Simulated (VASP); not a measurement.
# Al2O3 (P-6m2) in VASP: notebook

Aim: see how the results for Al2O3 move with the level of theory and the settings. Levels: r2SCAN, LDA, BLYP+D4. Tasks: single point, relaxation of cell and atoms.

Program: VASP 6.6.1. These are calculated values, not measurements. Logs are shortened: lines on timing, memory, paths and dates and some standing lists are left out, and cuts for length are marked.

### 1 The cell of the first run

The structure is hexagonal, space group P-6m2 (No. 187). Conventional cell: a = 2.856 Å, b = 2.856 Å, c = 7.662 Å, α = 90.00°, β = 90.00°, γ = 120.00°. Al (site symmetry 3m) has 6 O at 1.78 to 2.15 Å within 2.4 Å. Within 2.4 Å of O (site symmetry 3m) lie 3 Al at 1.78 Å. Within 2.9 Å of O (site symmetry -6m2) lie 6 Al at 2.15 Å and 12 O at 2.63 to 2.86 Å.

### 2 Single point, r2SCAN

The input, POSCAR:

```
Al2O3
1.0
    2.8556671929      0.0000000000      0.0000000000
   -1.4278335965      2.4730803338      0.0000000000
    0.0000000000      0.0000000000      7.6615547071
Al O
2 3
Direct
    0.0000000000      0.0000000000      0.8190615654
    0.0000000000      0.0000000000      0.1809384346
    0.3333333333      0.6666666667      0.7320013969
    0.6666666667      0.3333333333      0.0000000000
    0.3333333333      0.6666666667      0.2679986031
```

The input, INCAR.step1:

```
SYSTEM = Al2O3
PREC     = Accurate       ! precision mode
ENCUT    = 520            ! plane-wave cutoff, eV
ISMEAR   = -1             ! smearing method
SIGMA    = 0.05           ! smearing width, eV
LREAL    = .False.        ! projectors in reciprocal space
LASPH    = .True.         ! aspherical terms in the spheres
NELM     = 100            ! most SCF steps
NBANDS   = 20             ! bands
GGA      = PE             ! functional
ALGO     = Normal         ! electronic algorithm
EDIFF    = 1E-4           ! SCF threshold, eV
LWAVE    = .True.         ! write WAVECAR
LCHARG   = .False.        ! write CHGCAR
```

The input, INCAR.step2:

```
SYSTEM = Al2O3
PREC     = Accurate       ! precision mode
ENCUT    = 520            ! plane-wave cutoff, eV
EDIFF    = 1E-6           ! SCF threshold, eV
ISMEAR   = -1             ! smearing method
SIGMA    = 0.05           ! smearing width, eV
LREAL    = .False.        ! projectors in reciprocal space
LASPH    = .True.         ! aspherical terms in the spheres
NELM     = 100            ! most SCF steps
ALGO     = Normal         ! electronic algorithm
ISIF     = 2              ! what is computed and relaxed
LWAVE    = .False.        ! write WAVECAR
LCHARG   = .True.         ! write CHGCAR
METAGGA  = R2SCAN         ! meta-GGA
LMIXTAU  = .True.       
LELF     = .True.         ! ELF
LVHAR    = .True.       
NBANDS   = 20             ! bands
ISTART   = 1
```

The input, KPOINTS:

```
Automatic mesh
0
Gamma
  11 11 3
  0 0 0
```

Potentials or basis: VASP PAW PBE potentials, release 64 (Al, O).

Run with:

```bash
$ cat potpaw_PBE.64/Al/POTCAR potpaw_PBE.64/O/POTCAR > POTCAR
$ cp INCAR.step1 INCAR
$ mpirun -np 1 vasp_std > vasp.out
$ cp INCAR.step2 INCAR
$ mpirun -np 1 vasp_std > vasp.out
```

OUTCAR:

```text
SYSTEM = Al2O3
   PREC = Accurate
   ENCUT = 520
   EDIFF = 1E-6
   ISMEAR = -1
   LREAL = .False.
   LASPH = .True.
   NELM = 100
   ISIF = 2
   METAGGA = R2SCAN
   ISTART = 1

 ion  position               nearest neighbor table
   1  0.000  0.000  0.819-   3 1.78   3 1.78   3 1.78   4 2.15   4 2.15   4 2.15   2 2.77
   2  0.000  0.000  0.181-   5 1.78   5 1.78   5 1.78   4 2.15   4 2.15   4 2.15   1 2.77
   3  0.333  0.667  0.732-   1 1.78   1 1.78   1 1.78
   4  0.667  0.333  0.000-   1 2.15   2 2.15   1 2.15   2 2.15   1 2.15   2 2.15
   5  0.333  0.667  0.268-   2 1.78   2 1.78   2 1.78

  LATTYP: Found a hexagonal cell.
 ALAT       =     2.8556671929
 C/A-ratio  =     2.6829298338

  Lattice vectors:

 A1 = (   2.8556671929,   0.0000000000,   0.0000000000)
 A2 = (  -1.4278335965,   2.4730803338,   0.0000000000)
 A3 = (   0.0000000000,   0.0000000000,   7.6615547071)

Analysis of symmetry for initial positions (statically):
=====================================================================
 Subroutine PRICEL returns:
 Original cell was already a primitive cell.

 Routine SETGRP: Setting up the symmetry group for a
 hexagonal supercell.

 Subroutine GETGRP returns: Found 12 space group operations
 (whereof 12 operations were pure point group operations)
 out of a pool of 24 trial point group operations.

The static configuration has the point symmetry D_3h.

Analysis of symmetry for dynamics (positions and initial velocities):
=====================================================================
 Subroutine PRICEL returns:
 Original cell was already a primitive cell.

 Routine SETGRP: Setting up the symmetry group for a
 hexagonal supercell.

 Subroutine GETGRP returns: Found 12 space group operations
 (whereof 12 operations were pure point group operations)
 out of a pool of 24 trial point group operations.

The dynamic configuration has the point symmetry D_3h.

 Subroutine INISYM returns: Found 12 space group operations
 (whereof 12 operations are pure point group operations),
 and found     1 'primitive' translations

----------------------------------------------------------------------------------------

                                     Primitive cell

  volume of cell :      54.1082

  direct lattice vectors                    reciprocal lattice vectors
     2.855667193  0.000000000  0.000000000     0.350180862  0.202177015  0.000000000
    -1.427833596  2.473080334  0.000000000     0.000000000  0.404354030  0.000000000
     0.000000000  0.000000000  7.661554707     0.000000000  0.000000000  0.130521812

  length of vectors
     2.855667193  2.855667193  7.661554707     0.404354030  0.404354030  0.130521812

  position of ions in fractional coordinates (direct lattice)
     0.000000000  0.000000000  0.819061565
     0.000000000  0.000000000  0.180938435
     0.333333333  0.666666667  0.732001397
     0.666666667  0.333333333  0.000000000
     0.333333333  0.666666667  0.267998603

  ion indices of the primitive-cell ions
   primitive index   ion index
                 1           1
                 2           2
                 3           3
                 4           4
                 5           5

----------------------------------------------------------------------------------------

 KPOINTS: Automatic mesh

Automatic generation of k-mesh.
 Grid dimensions read from file:
 generate k-points for:   11   11    3

 Generating k-lattice:

  Cartesian coordinates                     Fractional coordinates (reciprocal lattice)
     0.031834624  0.018379729  0.000000000     0.090909091  0.000000000  0.000000000
     0.000000000  0.036759457  0.000000000     0.000000000  0.090909091  0.000000000
     0.000000000  0.000000000  0.043507271     0.000000000  0.000000000  0.333333333

  Length of vectors
     0.036759457  0.036759457  0.043507271

  Shift w.r.t. Gamma in fractional coordinates (k-lattice)
     0.000000000  0.000000000  0.000000000

 Subroutine IBZKPT returns following result:
 ===========================================

 Found     32 irreducible k-points:

 Following reciprocal coordinates:
            Coordinates               Weight
  0.000000  0.000000  0.000000      1.000000
  0.090909  0.000000  0.000000      6.000000
  0.181818  0.000000  0.000000      6.000000
  0.272727  0.000000  0.000000      6.000000
  0.363636  0.000000  0.000000      6.000000
  0.454545  0.000000  0.000000      6.000000
[... 16 lines left out ...]
  0.090909  0.090909  0.333333     12.000000
  0.181818  0.090909  0.333333     24.000000
 [... further k-points ...]
   k-points           NKPTS =     32   k-points in BZ     NKDIM =     32   number of bands    NBANDS=     20
   number of dos      NEDOS =    301   number of ions     NIONS =      5
   total plane-waves  NPLWV =  34560
   dimension x,y,z NGX =    24 NGY =   24 NGZ =   60
   dimension x,y,z NGXF=    48 NGYF=   48 NGZF=  120
   ions per type =               2   3
   NGX,Y,Z   is equivalent  to a cutoff of  13.97, 13.97, 13.02 a.u.
   NGXF,Y,Z  is equivalent  to a cutoff of  27.94, 27.94, 26.04 a.u.
 SYSTEM =  Al2O3
   PREC   = accura    normal or accurate (medium, high low for compatibility)
   ISTART =      1    job   : 0-new  1-cont  2-samecut
   ICHARG =      0    charge: 1-file 2-atom 10-const
   ISPIN  =      1    spin polarized calculation?
   LNONCOLLINEAR =      F non collinear calculations
   LSORBIT =      F    spin-orbit coupling
   LASPH  =      T    aspherical Exc in radial PAW
   ENCUT  =  520.0 eV  38.22 Ry    6.18 a.u.   5.31  5.31 14.25*2*pi/ulx,y,z
   NELM   =    100;   NELMIN=  2; NELMDL=  0     # of ELM steps
   EDIFF  = 0.1E-05   stopping-criterion for ELM
   LREAL  =      F    real-space projection
   EDIFFG = 0.1E-04   stopping-criterion for IOM
   NSW    =      0    number of steps for IOM
   IBRION =     -1    ionic relax: 0-MD 1-quasi-New 2-CG
   NFREE  =      0    steps in history (QN), initial steepest desc. (CG)
   ISIF   =      2    stress and relaxation
   ISYM   =      2    0-nonsym 1-usesym 2-fastsym
   POTIM  = 0.5000    time-step for ionic-motion
   TEBEG  =    0.0;   TEEND  =   0.0 temperature during run
   PSTRESS=    0.0 pullay stress
   NELECT =      24.0000    total number of electrons
   NUPDOWN=      -1.0000    fix difference up-down
   EMIN   =  10.00;   EMAX   =-10.00  energy-range for DOS
   EFERMI =   0.00;   METHOD = LEGACY
   ISMEAR =    -1;   SIGMA  =   0.05  broadening in eV -4-tet -1-fermi 0-gaus
   EFERMI_NEDOS =   21; number of points for ismear=-14 and -15
   IALGO  =     38    algorithm
   IMIX   =      4    mixing-type and parameters
     AMIX     =   0.40;   BMIX     =  1.00
     AMIX_MAG =   1.60;   BMIX_MAG =  1.00
  volume/ion in A,a.u.               =      10.82        73.03
  Fermi-wavevector in a.u.,A,eV,Ry     =   1.248507  2.359336 21.208352  1.558770
  Thomas-Fermi vector in A             =   2.382590
   LORBIT       =      0    0 simple, 1 ext, 2 COOP (PROOUT), +10 PAW based schemes
   METAGGA = R2SCAN    functional components
   LHFCALC =     F    Hartree Fock is set to
   AEXX    =    0.0000 exact exchange contribution
   IVDW    =     0    specifies the selected vdW correction
   LEPSILON=     F    determine dielectric tensor
   LRPA    =     F    only Hartree local field effects (RPA)
 non-spin polarized calculation
  energy-cutoff  :      520.00
  volume of cell :       54.11
 maximum number of plane-waves:      1473
 NGX is ok and might be reduce to    24
   NGX = 11   NGY = 11   NGZ = 29

 number of electron      24.0000006 magnetization

 Free energy of the ion-electron system (eV)
  ---------------------------------------------------
  ext. energy  EPLUGINS =         0.00000000
  ---------------------------------------------------
  free energy    TOTEN  =       -46.82729892 eV

  energy without entropy =      -46.82729892  energy(sigma->0) =      -46.82729892

 E-fermi :   3.7907     XC(G=0): -10.4435

 val. band max:        2.7458381191   @ k =   0.0909   0.0909   0.0000
 cond. band min:       8.3800086969   @ k =   0.0000   0.0000   0.0000
 fundamental gap:      5.6341705779
 Fermi energy:         3.7906732434

 k-point     1 :       0.0000    0.0000    0.0000
  band No.  band energies     occupation
      1     -17.2612      2.00000
      2     -16.1188      2.00000
      3     -14.9742      2.00000
      4      -2.4842      2.00000
      5       0.2980      2.00000
      6       1.0521      2.00000
[... 12 lines left out ...]
     19      18.9231      0.00000
     20      19.1201      0.00000

 k-point     2 :       0.0909    0.0000    0.0000
  band No.  band energies     occupation
      1     -17.1570      2.00000
      2     -16.0419      2.00000
      3     -14.9367      2.00000
      4      -2.4272      2.00000
      5       0.0677      2.00000
      6       0.8643      2.00000
[... 12 lines left out ...]
     19      18.6828      0.00000
     20      19.2229      0.00000

 k-point     3 :       0.1818    0.0000    0.0000
  band No.  band energies     occupation
      1     -16.8590      2.00000
      2     -15.8286      2.00000
      3     -14.8417      2.00000
      4      -2.3307      2.00000
      5      -0.7509      2.00000
      6       0.1942      2.00000
[... 12 lines left out ...]
     19      18.1380      0.00000
     20      18.8252      0.00000

 k-point     4 :       0.2727    0.0000    0.0000
  band No.  band energies     occupation
      1     -16.4134      2.00000
      2     -15.5311      2.00000
      3     -14.7408      2.00000
      4      -2.4582      2.00000
      5      -1.8793      2.00000
      6      -0.6892      2.00000
[... 429 lines left out ...]
 k-point    23 :       0.0909    0.0909    0.3333
  band No.  band energies     occupation
      1     -16.9507      2.00000
      2     -15.9121      2.00000
      3     -14.8586      2.00000
      4      -2.3945      2.00000
      5      -0.3271      2.00000
      6       0.3069      2.00000
[... 12 lines left out ...]
     19      17.9093      0.00000
     20      18.7456      0.00000

 k-point    24 :       0.1818    0.0909    0.3333
  band No.  band energies     occupation
      1     -16.5782      2.00000
      2     -15.6546      2.00000
      3     -14.7610      2.00000
      4      -2.3661      2.00000
      5      -1.2815      2.00000
      6      -0.5276      2.00000
[... 12 lines left out ...]
     19      17.1092      0.00000
     20      18.5847      0.00000

 [... further k-points ...]

------------------------ aborting loop because EDIFF is reached ----------------------------------------

  FORCE on cell =-STRESS in cart. coord.  units (eV):
  Direction    XX          YY          ZZ          XY          YZ          ZX
  --------------------------------------------------------------------------------------
  -------------------------------------------------------------------------------------
  Total        0.0879586      0.0879586     -0.1078119     -0.0000000     -0.0000000      0.0000000
  in kB        2.6045098      2.6045098     -3.1923809     -0.0000000     -0.0000000      0.0000000
  external PRESSURE =       0.6722129 kB  Pullay stress =       0.0000000 kB

 VOLUME and BASIS-vectors are now :
 -----------------------------------------------------------------------------
  energy-cutoff  :      520.00
  volume of cell :       54.11
      direct lattice vectors                 reciprocal lattice vectors
     2.855667193  0.000000000  0.000000000     0.350180862  0.202177015  0.000000000
    -1.427833596  2.473080334  0.000000000     0.000000000  0.404354030  0.000000000
     0.000000000  0.000000000  7.661554707     0.000000000  0.000000000  0.130521812

 POSITION                                       TOTAL-FORCE (eV/Angst)
 -----------------------------------------------------------------------------------
      0.00000      0.00000      6.27528        -0.000000     -0.000000     -0.019028
      0.00000      0.00000      1.38627        -0.000000     -0.000000      0.019028
     -0.00000      1.64872      5.60827         0.000000      0.000000      0.037110
      1.42783      0.82436      0.00000         0.000000     -0.000000      0.000000
     -0.00000      1.64872      2.05329         0.000000     -0.000000     -0.037110
 -----------------------------------------------------------------------------------
    total drift:                                0.000009     -0.000005      0.000000

  FREE ENERGIE OF THE ION-ELECTRON SYSTEM (eV)
  ---------------------------------------------------
  free  energy   TOTEN  =       -46.8272989193 eV

  energy  without entropy=      -46.8272989192  energy(sigma->0) =      -46.82729892
```

Wall time 2.2 min (1 thread of AMD EPYC 7R43 (Zen 3), shared host); peak memory 0.16 GiB.

What came out:

* Free energy: -46.8273 eV
* Pressure: 0.1 GPa
* Largest force: 0.037 eV/Å
* Band gap on the k mesh: 5.63 eV, indirect (least direct gap 5.82 eV)

Forces in eV/Å, atoms in the order of the input:
```
Al   0.000  0.000 -0.019
Al   0.000  0.000  0.019
O    0.000  0.000  0.037
O    0.000  0.000  0.000
O    0.000  0.000 -0.037
```

Caveat: the PAW data sets were made with another functional, which shifts forces and pressure a little. A k mesh can miss the band edges.

### 3 Single point, LDA

This run uses another cell than the first one, of 13.04 Å³/atom, 1.205 times its volume.

The input, INCAR:

```
SYSTEM = Al2O3
ALGO = Normal
EDIFF = 1E-7
ENCUT = 520
ISIF = 2
ISMEAR = -1
LASPH = .TRUE.
LCHARG = .FALSE.
LREAL = .FALSE.
LWAVE = .FALSE.
NBANDS = 20
NELM = 80
PREC = Accurate
SIGMA = 0.05
```

The input, KPOINTS:

```
k-points
0
G
  11 11 3
  0 0 0
```

The input, POSCAR:

```
Al2O3
1.0
    2.8380542643      0.0000000000      0.0000000000
   -1.4190271322      2.4578270902      0.0000000000
    0.0000000000      0.0000000000      9.3446875276
Al O
2 3
Direct
    0.0000000000      0.0000000000      0.8531134907
    0.0000000000      0.0000000000      0.1468865093
    0.3333333333      0.6666666667      0.7816886966
    0.6666666667      0.3333333333      0.0000000000
    0.3333333333      0.6666666667      0.2183113034
```

Potentials or basis: VASP PAW LDA potentials, release 64 (Al, O).

Run with:

```bash
$ cat potpaw_LDA.64/Al/POTCAR potpaw_LDA.64/O/POTCAR > POTCAR
$ mpirun -np 1 vasp_std > vasp.out
```

OUTCAR:

```text
SYSTEM = Al2O3
   EDIFF = 1E-7
   ENCUT = 520
   ISIF = 2
   ISMEAR = -1
   LASPH = .TRUE.
   LREAL = .FALSE.
   NELM = 80
   PREC = Accurate

 ion  position               nearest neighbor table
   1  0.000  0.000  0.853-   3 1.77   3 1.77   3 1.77   4 2.14   4 2.14   4 2.14   2 2.75
   2  0.000  0.000  0.147-   5 1.77   5 1.77   5 1.77   4 2.14   4 2.14   4 2.14   1 2.75
   3  0.333  0.667  0.782-   1 1.77   1 1.77   1 1.77
   4  0.667  0.333  0.000-   1 2.14   2 2.14   1 2.14   2 2.14   1 2.14   2 2.14
   5  0.333  0.667  0.218-   2 1.77   2 1.77   2 1.77

[... 756 lines left out ...]
  -------------------------------------------------------------------------------------
  Total        0.4142201      0.4142201      0.0476626     -0.0000000      0.0000000      0.0000000
  in kB       10.1813403     10.1813403      1.1715253     -0.0000000      0.0000000      0.0000000
  external PRESSURE =       7.1780686 kB  Pullay stress =       0.0000000 kB

 VOLUME and BASIS-vectors are now :
 -----------------------------------------------------------------------------
  energy-cutoff  :      520.00
  volume of cell :       65.18
      direct lattice vectors                 reciprocal lattice vectors
     2.838054264  0.000000000  0.000000000     0.352354080  0.203431723  0.000000000
    -1.419027132  2.457827090  0.000000000     0.000000000  0.406863446  0.000000000
     0.000000000  0.000000000  9.344687528     0.000000000  0.000000000  0.107012674

 POSITION                                       TOTAL-FORCE (eV/Angst)
 -----------------------------------------------------------------------------------
      0.00000      0.00000      7.97208        -0.000000      0.000000      0.011453
      0.00000      0.00000      1.37261        -0.000000      0.000000     -0.011453
     -0.00000      1.63855      7.30464        -0.000000     -0.000000     -0.038952
      1.41903      0.81928      0.00000         0.000000      0.000000      0.000000
     -0.00000      1.63855      2.04005        -0.000000      0.000000      0.038952
 -----------------------------------------------------------------------------------
    total drift:                                0.000000     -0.000000      0.000000

  FREE ENERGIE OF THE ION-ELECTRON SYSTEM (eV)
  ---------------------------------------------------
  free  energy   TOTEN  =       -40.1500985315 eV

  energy  without entropy=      -40.1500985314  energy(sigma->0) =      -40.15009853
```

stdout:

```text
POSCAR found type information on POSCAR AlO
 POSCAR found :  2 types and       5 ions
 scaLAPACK will be used
 LDA part: xc-table for (Slater(with rela. corr.)+CA(PZ))
 , standard interpolation
 POSCAR, INCAR and KPOINTS ok, starting setup
 FFT: planning ... GRIDC
 FFT: planning ... GRID_SOFT
 FFT: planning ... GRID
 WAVECAR not read
 entering main loop
```

Run time: 21 s. Hardware: 1 thread of Intel Xeon Platinum 8559C (Emerald Rapids), shared host; peak memory 0.17 GiB.

What came out:

- Free energy: -40.1501 eV
- Pressure: 0.7 GPa
- Largest force: 0.039 eV/Å
- Band gap on the k mesh: 5.16 eV, indirect (least direct gap 5.44 eV)

Forces in eV/Å, atoms in the order of the input:
```
Al   0.000  0.000  0.011
Al   0.000  0.000 -0.011
O    0.000  0.000 -0.039
O    0.000  0.000  0.000
O    0.000  0.000  0.039
```

Stress tensor (GPa, compression positive):
```
1.02 0.00 0.00
0.00 1.02 0.00
0.00 0.00 0.12
```

Levels at points of the mesh, in eV from the valence-band top:
| k point | band 9 | band 10 | band 11 | band 12 | band 13 | band 14 | band 15 | band 16 |
| --- | --- | --- | --- | --- | --- | --- | --- | --- |
| (0.00, 0.00, 0.00) | -1.23 | -0.60 | -0.60 | -0.28 | 5.16 | 7.62 | 8.20 | 9.36 |

[end of part 1 of 2]
